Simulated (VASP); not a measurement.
# BN (ke600) (F-43m) in VASP: vibrations by perturbation theory with LDA

Aim: the vibrations by perturbation theory of BN (ke600) with LDA.

Everything below comes from runs of VASP 6.6.1. Logs are shortened: lines on timing, memory, paths and dates and some standing lists are left out, and cuts for length are marked.

## (1) The cell of the first run

The structure is cubic, space group F-43m (No. 216). The conventional cell has a = 3.580 Å, b = 3.580 Å, c = 3.580 Å, α = 90.00°, β = 90.00°, γ = 90.00°. Within 2.1 Å of B (site symmetry -43m) lie 4 N at 1.55 Å. Within 2.1 Å of N (site symmetry -43m) lie 4 B at 1.55 Å.

## (2) Vibrations by perturbation theory, LDA

INCAR

```
SYSTEM = BN
PREC = Accurate
ENCUT = 520
EDIFF = 1E-8
ISMEAR = 0
SIGMA = 0.01
LREAL = .False.
LASPH = .True.
NELM = 80
ALGO = Normal
ISIF = 2
LWAVE = .False.
LCHARG = .False.
NBANDS = 11
IBRION = 8
NSW = 1
LEPSILON = .True.
```

KPOINTS

```
regular mesh
0
Gamma
  12 12 12
  0 0 0
```

POSCAR

```
BN
1.0
    0.0000000000      1.7899933365      1.7899933365
    1.7899933365      0.0000000000      1.7899933365
    1.7899933365      1.7899933365      0.0000000000
B N
1 1
Direct
    0.0000000000      0.0000000000      0.0000000000
    0.2500000000      0.2500000000      0.2500000000
```

Potentials or basis: VASP PAW LDA potentials, release 64 (B, N).

Command:

```console
cat potpaw_LDA.64/B/POTCAR potpaw_LDA.64/N/POTCAR > POTCAR
mpirun -np 1 vasp_std > vasp.out
```

OUTCAR:

```text
SYSTEM = BN
   PREC = Accurate
   ENCUT = 520
   EDIFF = 1E-8
   ISMEAR = 0
   LREAL = .False.
   LASPH = .True.
   NELM = 80
   ISIF = 2
   IBRION = 8
   NSW = 1
   LEPSILON = .True.

 ion  position               nearest neighbor table
   1  0.000  0.000  0.000-   2 1.55   2 1.55   2 1.55   2 1.55
   2  0.250  0.250  0.250-   1 1.55   1 1.55   1 1.55   1 1.55

  LATTYP: Found a face centered cubic cell.
 ALAT       =     3.5799866730

  Lattice vectors:

 A1 = (   0.0000000000,   1.7899933365,   1.7899933365)
 A2 = (   1.7899933365,   0.0000000000,   1.7899933365)
 A3 = (   1.7899933365,   1.7899933365,   0.0000000000)

Analysis of symmetry for initial positions (statically):
=====================================================================
 Subroutine PRICEL returns:
 Original cell was already a primitive cell.

 Routine SETGRP: Setting up the symmetry group for a
 face centered cubic supercell.

 Subroutine GETGRP returns: Found 24 space group operations
 (whereof 24 operations were pure point group operations)
 out of a pool of 48 trial point group operations.

The static configuration has the point symmetry T_d .

Analysis of symmetry for dynamics (positions and initial velocities):
=====================================================================
 Subroutine PRICEL returns:
 Original cell was already a primitive cell.

 Routine SETGRP: Setting up the symmetry group for a
 face centered cubic supercell.

 Subroutine GETGRP returns: Found 24 space group operations
 (whereof 24 operations were pure point group operations)
 out of a pool of 48 trial point group operations.

The dynamic configuration has the point symmetry T_d .

 Subroutine INISYM returns: Found 24 space group operations
 (whereof 24 operations are pure point group operations),
 and found     1 'primitive' translations

----------------------------------------------------------------------------------------

[... 568 lines left out ...]
 MACROSCOPIC STATIC DIELECTRIC TENSOR (including local field effects in DFT)
 ------------------------------------------------------
           4.563620    -0.000000     0.000000
          -0.000000     4.563620    -0.000000
           0.000000    -0.000000     4.563620
 ------------------------------------------------------

 PIEZOELECTRIC TENSOR (including local field effects)  for field in x, y, z        (e  Angst)
          XX          YY          ZZ          XY          YZ          ZX
  --------------------------------------------------------------------------------
  x     0.00000    -0.00000     0.00000     0.00000    -0.73613     0.00000
  y    -0.00000     0.00000    -0.00000     0.00000     0.00000    -0.73613
  z     0.00000    -0.00000     0.00000    -0.73613     0.00000     0.00000

 PIEZOELECTRIC TENSOR (including local field effects)  for field in x, y, z        (C/m^2)
          XX          YY          ZZ          XY          YZ          ZX
  --------------------------------------------------------------------------------
  x     0.00000    -0.00000     0.00000     0.00000    -1.02821     0.00000
  y    -0.00000     0.00000    -0.00000     0.00000     0.00000    -1.02821
  z     0.00000    -0.00000     0.00000    -1.02821     0.00000     0.00000

 BORN EFFECTIVE CHARGES (including local field effects) (in |e|, cummulative output)
 ---------------------------------------------------------------------------------
 ion    1
    1     1.87242     0.00000    -0.00000
    2     0.00000     1.87242     0.00000
    3    -0.00000     0.00000     1.87242
 ion    2
    1    -1.87242     0.00000     0.00000
    2     0.00000    -1.87242    -0.00000
    3     0.00000    -0.00000    -1.87242

 INTERNAL STRAIN TENSOR FOR ION    2 for displacements in x,y,z  (eV/Angst):
          X           Y           Z          XY          YZ          ZX
  --------------------------------------------------------------------------------
  x     0.00000     0.00000     0.00000     0.00000    -2.92268     0.00000
  y    -0.00000     0.00000    -0.00000     0.00000     0.00000    -2.92268
  z     0.00000     0.00000     0.00000    -2.92268     0.00000     0.00000

 SECOND DERIVATIVES (NOT SYMMETRIZED)
 ------------------------------------
               1X          1Y          1Z          2X          2Y          2Z
  1X   -25.731433    0.000000    0.000000   25.731433    0.000000    0.000000
  1Y     0.000000  -25.731433    0.000000    0.000000   25.731433    0.000000
  1Z     0.000000    0.000000  -25.731433    0.000000    0.000000   25.731433
  2X    25.723538    0.000000    0.000000  -25.723538    0.000000    0.000000
  2Y     0.000000   25.723538    0.000000    0.000000  -25.723538    0.000000
  2Z     0.000000    0.000000   25.723538    0.000000    0.000000  -25.723538

 Eigenvectors and eigenvalues of the dynamical matrix
 ----------------------------------------------------

   1 f  =   32.104958 THz   201.721401 2PiTHz 1070.906132 cm-1   132.775379 meV
             X         Y         Z           dx          dy          dz
      0.000000  0.000000  0.000000    -0.000000   -0.000000    0.751238
      0.894997  0.894997  0.894997     0.000000    0.000000   -0.660031
[... 21 lines left out ...]
   6 f/i=    0.002443 THz     0.015348 2PiTHz    0.081480 cm-1     0.010102 meV
             X         Y         Z           dx          dy          dz
      0.000000  0.000000  0.000000    -0.320293    0.410116    0.406028
      0.894997  0.894997  0.894997    -0.364553    0.466788    0.462136

--------------------------------------------------------------------------------------------------------

 MACROSCOPIC STATIC DIELECTRIC TENSOR IONIC CONTRIBUTION
 ------------------------------------------------------
           2.149754    -0.000000    -0.000000
          -0.000000     2.149754     0.000000
          -0.000000     0.000000     2.149754
 ------------------------------------------------------

 ELASTIC MODULI CONTR FROM IONIC RELAXATION (kBar)
 Direction    XX          YY          ZZ          XY          YZ          ZX
 --------------------------------------------------------------------------------
 XX          -0.0000     -0.0000     -0.0000      0.0000      0.0000     -0.0000
 YY          -0.0000     -0.0000     -0.0000      0.0000      0.0000      0.0000
 ZZ          -0.0000     -0.0000     -0.0000      0.0000      0.0000     -0.0000
 XY           0.0000      0.0000      0.0000    -43.5061      0.0000      0.0000
 YZ           0.0000      0.0000      0.0000      0.0000    -43.5061      0.0000
 ZX          -0.0000      0.0000     -0.0000      0.0000      0.0000    -43.5061
 --------------------------------------------------------------------------------

 PIEZOELECTRIC TENSOR IONIC CONTR  for field in x, y, z        (C/m^2)
          XX          YY          ZZ          XY          YZ          ZX
  --------------------------------------------------------------------------------
  x     0.00000    -0.00000    -0.00000    -0.00000     0.28777     0.00000
  y     0.00000    -0.00000     0.00000     0.00000     0.00000     0.28777
  z    -0.00000    -0.00000     0.00000     0.28777    -0.00000     0.00000
```

OSZICAR:

```text
N       E                     dE             d eps       ncg     rms          rms(c)
DAV:   1     0.759904544093E+01    0.75990E+01   -0.50953E+03  1632   0.726E+02
DAV:   2    -0.201530091952E+02   -0.27752E+02   -0.26794E+02  1860   0.153E+02
[... 130 lines left out ...]
RMM:   5    -0.227174355437E+00   -0.63314E-04   -0.79418E-07 10429   0.198E-02    0.828E-04
RMM:   6    -0.227182449481E+00   -0.80940E-05    0.75656E-07 10329   0.853E-04    0.410E-04
RMM:   7    -0.227180681097E+00    0.17684E-05    0.36456E-07 10620   0.327E-04    0.461E-05
RMM:   8    -0.227180451214E+00    0.22988E-06   -0.42500E-08 10805   0.159E-05    0.198E-05
RMM:   9    -0.227180403740E+00    0.47474E-07   -0.58695E-08 10847   0.139E-05    0.920E-07
RMM:  10    -0.227180405099E+00   -0.13593E-08   -0.47835E-08  7273   0.143E-06    0.350E-07
 Linear response finished
```

Wall time 2 min (1 thread of Intel Xeon Platinum 8488C (Sapphire Rapids), shared host); peak memory 0.19 GiB.

Results:

| Property | Result |
| --- | --- |
| Electronic dielectric tensor (diagonal) | 4.56 |
| Born charges (mean of the diagonal) | B +1.87; N -1.87 e |
| Highest phonon frequency at Γ, LO-TO splitting left out | 1071 cm⁻¹ |

Phonon frequencies in cm⁻¹ (negative: imaginary):
```csv
q point,frequencies
"(0.000, 0.000, 0.000)",0 0 0 1071 1071 1071
```

Electronic dielectric tensor:
```
4.56 0.00 0.00
0.00 4.56 0.00
0.00 0.00 4.56
```

Born effective charge tensors (e):
atom 1, B
```
1.87 0.00 0.00
0.00 1.87 0.00
0.00 0.00 1.87
```
atom 2, N
```
-1.87  0.00  0.00
 0.00 -1.87  0.00
 0.00  0.00 -1.87
```

Caveat: the cell wasn't relaxed at this level first, which shifts response properties.
